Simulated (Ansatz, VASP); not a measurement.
**BP: VASP beside Ansatz**

```xyz
10
Lattice="4.7782 0.6950 -0.8443 0.6396 5.3881 -0.3684 -0.8871 -0.4018 5.8513" Properties=species:S:1:pos:R:3 pbc="T T T"
B     3.7271    3.3369    3.2281
B     2.0840    3.6762    2.7250
B     3.7235    4.5322    0.0438
B     4.9464    5.6034    0.3231
B     0.3399    0.9994    1.6507
P     1.5314    1.4732    4.8856
P     2.7814    4.8287    4.0941
P     4.3700    2.8380   -0.7292
P     2.1029    4.7692    1.0962
P     0.6315    2.3415    3.0853
```

Alike in both runs: task single point; functional RPBE; k mesh 5 × 4 × 4; occupations gaussian, width 0.02 eV; no spin polarisation.

```csv
,VASP,Ansatz
version,VASP 6.6.1,Ansatz 0.2.0
potentials or method,"VASP PAW PBE potentials, release 64 (B, P), cutoff 520 eV","scalar-relativistic, plane waves, PAW"
valence electrons in the cell,40,40
```

|  | VASP | Ansatz | Ansatz less VASP |
| --- | --- | --- | --- |
| gap on the k mesh at the Fermi level (eV) | 0.80 | 0.79 | -0.001 |
| rms of the force components (eV/Å) | 0.041 | 0.033 | -0.0088 |

VASP's potentials were made for PBE, not for RPBE. Atom by atom the forces differ by 0.021 eV/Å (rms over components).
